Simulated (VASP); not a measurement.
# Hf (P6/mmm) in VASP: relaxation of cell and atoms with PBEsol

Aim: the relaxation of cell and atoms of Hf with PBEsol.

All numbers are computed with VASP 6.6.1; they aren't measurements. Logs are shortened: lines on timing, memory, paths and dates and some standing lists are left out, and cuts for length are marked.

## 1. The cell of the first run

The structure is hexagonal, space group P6/mmm (No. 191). The conventional cell has a = 4.911 Å, b = 4.911 Å, c = 3.071 Å, α = 90.00°, β = 90.00°, γ = 120.00°. Hf (site symmetry 6/mmm) has 14 Hf at 3.07 to 3.22 Å within 4.0 Å. Within 3.7 Å of Hf (site symmetry -6m2) lie 11 Hf at 2.84 to 3.22 Å.

## 2. Relaxation of cell and atoms, PBEsol

INCAR

```
SYSTEM = Hf
PREC = Accurate
ENCUT = 600
EDIFF = 1E-6
ISMEAR = 0
SIGMA = 0.1
LREAL = .False.
LASPH = .True.
NELM = 100
ALGO = Fast
ISIF = 3
LWAVE = .False.
LCHARG = .False.
GGA = PS
IBRION = 2
NSW = 80
EDIFFG = -0.01
```

KPOINTS

```
regular mesh
0
Gamma
  12 12 14
  0 0 0
```

POSCAR

```
Hf
1.0
    4.9110933990      0.0000000000      0.0000000000
   -2.4555466995      4.2531316439      0.0000000000
    0.0000000000      0.0000000000      3.0713821656
Hf
3
Direct
    0.0000000000      0.0000000000      0.0000000000
    0.3333333333      0.6666666667      0.5000000000
    0.6666666667      0.3333333333      0.5000000000
```

Potentials or basis: VASP PAW PBE potentials, release 64 (Hf_pv).

Started as:

```bash
$ cat potpaw_PBE.64/Hf_pv/POTCAR > POTCAR
$ mpirun -np 1 vasp_std > vasp.out
```

OUTCAR:

```text
SYSTEM = Hf
   PREC = Accurate
   ENCUT = 600
   EDIFF = 1E-6
   ISMEAR = 0
   LREAL = .False.
   LASPH = .True.
   NELM = 100
   ISIF = 3
   GGA = PS
   IBRION = 2
   NSW = 80
   EDIFFG = -0.01

 ion  position               nearest neighbor table
   1  0.000  0.000  0.000-   2 3.22   3 3.22   2 3.22   3 3.22   3 3.22   3 3.22   2 3.22   2 3.22
                             3 3.22   3 3.22   2 3.22   2 3.22
   2  0.333  0.667  0.500-   3 2.84   3 2.84   3 2.84   1 3.22   1 3.22   1 3.22   1 3.22   1 3.22
                             1 3.22
   3  0.667  0.333  0.500-   2 2.84   2 2.84   2 2.84   1 3.22   1 3.22   1 3.22   1 3.22   1 3.22
                             1 3.22

  LATTYP: Found a hexagonal cell.
 ALAT       =     4.9110933990
 C/A-ratio  =     0.6253968141

  Lattice vectors:

 A1 = (   4.9110933990,   0.0000000000,   0.0000000000)
 A2 = (  -2.4555466995,   4.2531316439,   0.0000000000)
 A3 = (   0.0000000000,   0.0000000000,   3.0713821656)

Analysis of symmetry for initial positions (statically):
=====================================================================
 Subroutine PRICEL returns:
 Original cell was already a primitive cell.

 Routine SETGRP: Setting up the symmetry group for a
 hexagonal supercell.

 Subroutine GETGRP returns: Found 24 space group operations
 (whereof 24 operations were pure point group operations)
 out of a pool of 24 trial point group operations.

The static configuration has the point symmetry D_6h.

Analysis of symmetry for dynamics (positions and initial velocities):
=====================================================================
 Subroutine PRICEL returns:
 Original cell was already a primitive cell.

 Routine SETGRP: Setting up the symmetry group for a
 hexagonal supercell.

 Subroutine GETGRP returns: Found 24 space group operations
 (whereof 24 operations were pure point group operations)
 out of a pool of 24 trial point group operations.

The dynamic configuration has the point symmetry D_6h.

 Subroutine INISYM returns: Found 24 space group operations
 (whereof 24 operations are pure point group operations),
 and found     1 'primitive' translations

----------------------------------------------------------------------------------------

                                     Primitive cell

  volume of cell :      64.1536

  direct lattice vectors                    reciprocal lattice vectors
     4.911093399  0.000000000  0.000000000     0.203620644  0.117560434  0.000000000
    -2.455546700  4.253131644  0.000000000     0.000000000  0.235120867  0.000000000
[... 101 lines left out ...]
   EFERMI =   0.00;   METHOD = LEGACY
   ISMEAR =     0;   SIGMA  =   0.10  broadening in eV -4-tet -1-fermi 0-gaus
   EFERMI_NEDOS =   21; number of points for ismear=-14 and -15
   IALGO  =     68    algorithm
   IMIX   =      4    mixing-type and parameters
     AMIX     =   0.40;   BMIX     =  1.00
     AMIX_MAG =   1.60;   BMIX_MAG =  1.00
  volume/ion in A,a.u.               =      21.38       144.31
  Fermi-wavevector in a.u.,A,eV,Ry     =   1.270696  2.401267 21.968892  1.614668
  Thomas-Fermi vector in A             =   2.403669
   LORBIT       =      0    0 simple, 1 ext, 2 COOP (PROOUT), +10 PAW based schemes
   GGA     = PS    functional components
   LHFCALC =     F    Hartree Fock is set to
   AEXX    =    0.0000 exact exchange contribution
   IVDW    =     0    specifies the selected vdW correction
   LEPSILON=     F    determine dielectric tensor
   LRPA    =     F    only Hartree local field effects (RPA)
 conjugate gradient relaxation of ions
 non-spin polarized calculation
 RMM-DIIS sequential band-by-band and
 Gauss-broadening in eV      SIGMA  =   0.10
  energy-cutoff  :      600.00
  volume of cell :       64.15
 maximum number of plane-waves:      2162
 NGX is ok and might be reduce to    40
   NGX = 19   NGY = 19   NGZ = 13

--------------------------------------- Ionic step        1  -------------------------------------------

 number of electron      30.0000002 magnetization

 Free energy of the ion-electron system (eV)
  ---------------------------------------------------
  ext. energy  EPLUGINS =         0.00000000
  ---------------------------------------------------
  free energy    TOTEN  =       -31.41324175 eV

  energy without entropy =      -31.40066301  energy(sigma->0) =      -31.40695238

------------------------ aborting loop because EDIFF is reached ----------------------------------------

  FORCE on cell =-STRESS in cart. coord.  units (eV):
  Direction    XX          YY          ZZ          XY          YZ          ZX
  --------------------------------------------------------------------------------------
  -------------------------------------------------------------------------------------
  Total       -0.0614878     -0.0614878     -0.3805800      0.0000000     -0.0000000      0.0000000
  in kB       -1.5356018     -1.5356018     -9.5046391      0.0000000     -0.0000000      0.0000000
  external PRESSURE =      -4.1919476 kB  Pullay stress =       0.0000000 kB
[... 135 lines left out ...]
--------------------------------------- Ionic step        5  -------------------------------------------

 number of electron      30.0000001 magnetization

 Free energy of the ion-electron system (eV)
  ---------------------------------------------------
  ext. energy  EPLUGINS =         0.00000000
  ---------------------------------------------------
  free energy    TOTEN  =       -31.41392077 eV

  energy without entropy =      -31.40150343  energy(sigma->0) =      -31.40771210

 E-fermi :   4.8944     XC(G=0): -11.6117

 val. band max:        4.8818611102   @ k =   0.3333   0.3333   0.2857
 cond. band min:       4.8968196989   @ k =   0.3333   0.3333   0.2143
 fundamental gap:      0.0149585887
 Fermi energy:         4.8943553722

 k-point     1 :       0.0000    0.0000    0.0000
  band No.  band energies     occupation
      1     -25.6948      2.00000
      2     -25.6948      2.00000
      3     -25.6678      2.00000
      4     -25.6678      2.00000
      5     -25.2480      2.00000
      6     -24.9828      2.00000
[... 505 lines left out ...]
      6     -25.0360      2.00000
[... 11 lines left out ...]
     18       5.9421      0.00000
     19       6.6330      0.00000

 [... further k-points ...]

------------------------ aborting loop because EDIFF is reached ----------------------------------------

  FORCE on cell =-STRESS in cart. coord.  units (eV):
  Direction    XX          YY          ZZ          XY          YZ          ZX
  --------------------------------------------------------------------------------------
  -------------------------------------------------------------------------------------
  Total       -0.0248237     -0.0248237      0.0205940      0.0000000      0.0000000      0.0000000
  in kB       -0.6218257     -0.6218257      0.5158727      0.0000000      0.0000000      0.0000000
  external PRESSURE =      -0.2425929 kB  Pullay stress =       0.0000000 kB
[... 18 lines left out ...]
  FREE ENERGIE OF THE ION-ELECTRON SYSTEM (eV)
  ---------------------------------------------------
  free  energy   TOTEN  =       -31.4139207667 eV

  energy  without entropy=      -31.4015034343  energy(sigma->0) =      -31.40771210

 reached required accuracy - stopping structural energy minimisation
```

It took 9.4 min on 1 thread of Oxide Virtual Turin-like, shared host; peak memory 0.31 GiB.

Results:

```
Free energy                            : -31.4139 eV
Relaxed volume                         : 21.32 Å³/atom
Relaxed cell                           : a = 4.914 Å, b = 4.914 Å, c = 3.059 Å, α = 90.00°, β = 90.00°, γ = 120.00°
Space group after relaxing (to 0.05 Å) : P6/mmm (No. 191)
Energy gained by relaxing              : 0.2 meV/atom
Ionic steps                            : 5
Pressure after relaxing                : 0.0 GPa
Band gap on the k mesh                 : zero (band 15 reaches 5.29 eV, above the bottom of band 16 at 4.32 eV)
```

The path:
| step | energy change (eV) | largest force (eV/Å) | pressure (GPa) | volume (Å³) |
| --- | --- | --- | --- | --- |
| 1 | 0.0000 | 0.0000 | -0.42 | 64.15 |
| 2 | -0.0001 | 0.0000 | 0.57 | 63.63 |
| 3 | -0.0006 | 0.0000 | 0.10 | 63.88 |
| 4 | -0.0006 | 0.0000 | 0.10 | 63.88 |
| 5 | -0.0007 | 0.0000 | -0.02 | 63.96 |

Final structure:
```
Hf
1.0
     4.91365    0.00000    0.00000
    -2.45682    4.25535    0.00000
     0.00000    0.00000    3.05893
Hf
3
Cartesian
  0.0000 0.0000 0.0000
  0.0000 2.8369 1.5295
  2.4568 1.4184 1.5295
```

Caveat: the PAW data sets were made with another functional, which shifts forces and pressure a little; spin-orbit coupling is left out, which moves the levels of the heavy elements.
